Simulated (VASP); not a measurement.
# GaSi62 (a cell with a defect) in VASP: notebook, part 2 of 2

VASP 6.6.1.

**3. Single point, PBE, collinear spin**

The input, INCAR:

```
ALGO     = Normal         # electronic algorithm
EDIFF    = 1E-7           # SCF threshold, eV
ENCUT    = 520            # plane-wave cutoff, eV
GGA      = PE             # functional
ISIF     = 2              # what is computed and relaxed
ISMEAR   = -1             # smearing method
ISPIN    = 2              # spin polarisation
LASPH    = T              # aspherical terms in the spheres
LCHARG   = F              # write CHGCAR
LORBIT   = 11             # projections on sites
LREAL    = Auto         
LWAVE    = F              # write WAVECAR
MAGMOM   = 0 0 0 0 0 0 0 0 0 0 0 0 0 0 0 0 0 0 0 0 0 0 0 0 0 0 0 0 0 0 0.13 0.13 0 0 0 0 0 0.13 0 0 0 0 0 0 0 0 0 0 0 0 0 0 0 0 0 0 0 0 0 0 0 0 0 # initial moments
NBANDS   = 172            # bands
NELECT   = 263.0        
NELM     = 150            # most SCF steps
PREC     = Accurate       # precision mode
SIGMA    = 0.02           # smearing width, eV
```

The input, KPOINTS:

```
k-points
0
Gamma
  1 1 1
```

The input, POSCAR:

```
GaSi62
1.0
   10.8600000000      0.0000000000      0.0000000000
    0.0000000000     10.8600000000      0.0000000000
    0.0000000000      0.0000000000     10.8600000000
Si Ga
62 1
Direct
    0.4996910681     -0.0000152855     -0.0012383057
    0.6206131676      0.1260183241      0.1263962247
    0.7507000921      0.2470128913      0.0005700737
    0.8736617864      0.3767514733      0.1257810313
    0.7483883057      0.0003408840      0.2482299263
    0.8739912523      0.1254257827      0.3747358195
    0.0024535912      0.0026613260      0.0009548803
    0.1188927256      0.1356321363      0.1360149171
    0.2478466851      0.2522159300      0.0050259669
    0.3700523020      0.3800580110      0.1316394107
    0.4997132597      0.4985046041     -0.0017709024
    0.6203493554      0.6271990792      0.1227818600
    0.7514179558      0.7486199816     -0.0022476980
    0.8748600368      0.8780522099      0.1224370166
    0.2471127993      0.0046484346      0.2518633517
    0.3728537753      0.1282260589      0.3779235727
    0.4970170350      0.2528577348      0.2520691529
    0.6248504604      0.3756342541      0.3753022099
    0.7453973297      0.5018910681      0.2461550645
    0.8846786372      0.6149298343      0.3655767956
    0.5014812155     -0.0015917127      0.4976411602
    0.6212279926      0.1231724678      0.6271399632
    0.7476303867      0.2470261510      0.5013333333
    0.8853825967      0.3698618785      0.6141860037
    0.7503786372     -0.0023337937      0.7484028545
    0.8757587477      0.1226062615      0.8745992634
   -0.0004365562      0.5000441068      0.0000863720
    0.1225541436      0.6264337017      0.1260239411
    0.2523686924      0.7491594843      0.0009279006
    0.3736930018      0.8792101289      0.1264897790
   -0.0018444751      0.2690428177      0.2683426335
    0.2382857274      0.5007060773      0.2605724678
    0.3745700737      0.6252227440      0.3745892265
    0.4985263352      0.7526139963      0.2499717311
    0.6290738490      0.8712429098      0.3754220994
   -0.0002272560      0.0010480663      0.4989737569
    0.1235706262      0.1250786372      0.6265076427
    0.2440225599      0.2559456722      0.5005953039
    0.3754467772      0.3755394107      0.6258447514
    0.4993899632      0.4999132597      0.4990244015
    0.6270177716      0.6228392265      0.6235536832
    0.7589244936      0.7411949355      0.4969945672
    0.8779434622      0.8726107735      0.6233558932
    0.2501764273      0.0005164825      0.7504860958
    0.3731896869      0.1262439227      0.8776943831
    0.4986645488      0.2506479742      0.7521264273
    0.6283239411      0.3734255985      0.8733518416
    0.7567908840      0.4961883057      0.7426220074
    0.8774351750      0.6228949355      0.8711873849
   -0.0013726519      0.7539304788      0.2477958564
    0.1247226519      0.8759802947      0.3752962247
    0.1264677716      0.6136426335      0.6128831492
    0.2511219153      0.7505996317      0.5007509208
    0.3771760589      0.8765834254      0.6255698895
   -0.0006606814      0.2497518416      0.7511651013
    0.1246848066      0.3755834254      0.8756651013
    0.2493854512      0.5005675875      0.7494181400
    0.3767230203      0.6243948435      0.8737769797
    0.5021759669      0.7497894107      0.7489189687
    0.6256076427      0.8745133517      0.8746384899
    0.0041813076      0.7442321363      0.7438970534
    0.1272844383      0.8731867403      0.8745004604
    0.0318359116      0.4598476980      0.4543605893
```

Potentials or basis: VASP PAW PBE potentials, release 64 (Si, Ga_d).

The run is started by

```console
$ cat potpaw_PBE.64/Si/POTCAR potpaw_PBE.64/Ga_d/POTCAR > POTCAR
$ mpirun -np 1 vasp_gam > vasp.out
```

OUTCAR:

```text
EDIFF = 1E-7
   ENCUT = 520
   GGA = PE
   ISIF = 2
   ISMEAR = -1
   ISPIN = 2
   LASPH = T
   LORBIT = 11
   LREAL = Auto
   NELECT = 263.0
   NELM = 150
   PREC = Accurate

 ion  position               nearest neighbor table
   1  0.500  1.000  0.999-  45 2.34  30 2.35   2 2.35  60 2.35
   2  0.621  0.126  0.126-   1 2.35   5 2.35  17 2.36   3 2.36
   3  0.751  0.247  0.001-  26 2.35  47 2.36   2 2.36   4 2.37
   4  0.874  0.377  0.126-  19 2.34  27 2.35  31 2.36   3 2.37
   5  0.748  0.000  0.248-  14 2.35   2 2.35  35 2.36   6 2.37
   6  0.874  0.125  0.375-  36 2.35  23 2.35  31 2.36   5 2.37
[... 681 lines left out ...]
      8.15260      2.68256      0.00619         0.010924      0.000133      0.010213
      9.48797      4.09152      1.36598        -0.002759      0.002131      0.002336
      8.12750      0.00370      2.69578         0.015737      0.007396      0.002800
      9.49154      1.36212      4.06963        -0.005627     -0.000318      0.007634
[... 55 lines left out ...]
      1.38231      9.48281      9.49707        -0.004774     -0.013377     -0.008442
      0.34574      4.99395      4.93436        -0.036627      0.055600      0.059338
 -----------------------------------------------------------------------------------
    total drift:                               -0.005751      0.009229      0.003610

  FREE ENERGIE OF THE ION-ELECTRON SYSTEM (eV)
  ---------------------------------------------------
  free  energy   TOTEN  =      -317.5291928681 eV

  energy  without entropy=     -317.5025113577  energy(sigma->0) =     -317.51585211

 total charge

# of ion       s       p       d       tot
------------------------------------------
    1        0.740   0.963   0.000   1.703
    2        0.739   0.961   0.000   1.700
    3        0.748   0.953   0.000   1.701
    4        0.742   0.958   0.000   1.701
    5        0.746   0.955   0.000   1.701
    6        0.742   0.956   0.000   1.698
[... 55 lines left out ...]
   62        0.749   0.933   0.000   1.681
   63        0.881   0.693   9.960  11.534
--------------------------------------------------
tot         47.118  59.519   9.960 116.597

 magnetization (x)

# of ion       s       p       d       tot
------------------------------------------
    1       -0.000   0.001   0.000   0.001
    2        0.000   0.002   0.000   0.002
    3        0.000   0.008   0.000   0.008
    4        0.001   0.006   0.000   0.007
    5        0.001   0.010   0.000   0.011
    6        0.002   0.012   0.000   0.014
[... 55 lines left out ...]
   62        0.001   0.003   0.000   0.004
   63       -0.004  -0.004   0.011   0.002
--------------------------------------------------
tot          0.074   0.354   0.011   0.439
```

OSZICAR:

```text
N       E                     dE             d eps       ncg     rms          rms(c)
DAV:   1     0.151826897882E+04    0.15183E+04   -0.11302E+05   688   0.139E+03
DAV:   2    -0.114103550615E+03   -0.16324E+04   -0.15349E+04   920   0.248E+02
[... 11 lines left out ...]
DAV:  14    -0.317529189510E+03   -0.40562E-04   -0.52239E-05   800   0.146E-02    0.101E-02
DAV:  15    -0.317529190682E+03   -0.11722E-05   -0.66607E-06   832   0.562E-03    0.499E-03
DAV:  16    -0.317529191796E+03   -0.11140E-05   -0.20573E-06   872   0.279E-03    0.236E-03
DAV:  17    -0.317529192617E+03   -0.82110E-06   -0.55816E-07   728   0.154E-03    0.113E-03
DAV:  18    -0.317529192791E+03   -0.17374E-06   -0.49674E-08   424   0.525E-04    0.648E-04
DAV:  19    -0.317529192868E+03   -0.77398E-07   -0.23749E-08   416   0.360E-04
   1 F= -.31752919E+03 E0= -.31751585E+03  d E =-.266815E-01  mag=     1.0843
```

It took 15 min on 1 thread of Intel Xeon Platinum 8488C (Sapphire Rapids), shared host; peak memory 1.4 GiB.

What came out:

```yaml
Free_energy: -317.5292 eV
Largest_force: 0.089 eV/Å
Net_moment: 1.08 μB per cell
Site_moments: Si +0.00, +0.01, -0.00, +0.02, +0.06, +0.08, +0.04, +0.03; Ga +0.00 μB
Valence_electrons_inside_the_program's_atomic_spheres: Si 1.70, 1.69, 1.67, 1.68, 1.71, 1.64, 1.65, 1.66; Ga 11.53
```

Forces on the atoms (eV/Å):
```
Si  -0.001  0.000  0.003
Si   0.012  0.008 -0.003
Si   0.011  0.000  0.010
Si  -0.003  0.002  0.002
Si   0.016  0.007  0.003
Si  -0.006  0.000  0.008
Si   0.007 -0.001  0.003
Si   0.002  0.001 -0.009
Si   0.001 -0.007  0.008
Si   0.001 -0.003 -0.017
Si  -0.003 -0.006  0.002
Si  -0.003 -0.012 -0.011
Si   0.002 -0.002  0.007
Si   0.003  0.003 -0.002
Si   0.004  0.007 -0.010
Si   0.003 -0.012  0.003
Si  -0.002 -0.004 -0.009
Si   0.000 -0.008 -0.001
Si   0.004  0.009  0.000
Si  -0.016  0.007  0.006
Si  -0.004 -0.002 -0.003
Si  -0.001 -0.001 -0.017
Si  -0.004  0.000  0.009
Si  -0.013 -0.004  0.003
Si   0.006  0.007 -0.005
Si   0.003  0.003  0.008
Si  -0.003  0.003  0.004
Si   0.005 -0.004 -0.006
Si  -0.002 -0.003  0.005
Si  -0.009 -0.008 -0.001
Si   0.022  0.007  0.005
Si   0.001 -0.005 -0.007
Si   0.007  0.005  0.008
Si   0.005 -0.016  0.003
Si   0.004 -0.006  0.018
Si  -0.001  0.000  0.001
Si   0.003  0.002 -0.014
Si   0.013 -0.011  0.009
Si   0.000  0.001 -0.001
Si   0.007  0.007  0.002
Si  -0.007  0.002 -0.004
Si  -0.006  0.005 -0.006
Si  -0.004 -0.002 -0.005
Si   0.000  0.004 -0.004
Si  -0.007  0.005  0.001
Si   0.006 -0.002 -0.013
Si   0.006  0.019 -0.003
Si  -0.005 -0.002  0.003
Si  -0.003 -0.002  0.004
Si   0.002  0.001 -0.005
Si  -0.002 -0.001  0.003
Si   0.008 -0.011 -0.017
Si   0.001  0.004  0.002
Si  -0.010 -0.003 -0.003
Si   0.005 -0.001  0.003
Si  -0.003 -0.002  0.000
Si  -0.001  0.001 -0.001
Si  -0.008 -0.001  0.001
Si  -0.004 -0.007 -0.008
Si   0.003 -0.001  0.004
Si  -0.001 -0.012 -0.013
Si  -0.005 -0.013 -0.008
Ga  -0.037  0.056  0.059
```

Levels at points of the mesh, in eV from the Fermi level:
Spin up:
| k point | band 130 | band 131 | band 132 | band 133 | band 134 | band 135 |
| --- | --- | --- | --- | --- | --- | --- |
| (0.00, 0.00, 0.00) | -0.81 | -0.09 | -0.08 | 0.06 | 0.09 | 0.12 |
Spin down:
```
           k point  band 129  band 130  band 131  band 132  band 133  band 134
(0.00, 0.00, 0.00)     -0.91     -0.80     -0.03      0.05      0.07      0.11
```

Caveat: the k points lie up to 0.58 Å⁻¹ apart; the cell carries a net charge on a neutralising background, which shifts energy and pressure; the cell is charged against a uniform background, so pressure and absolute levels hang on convention.
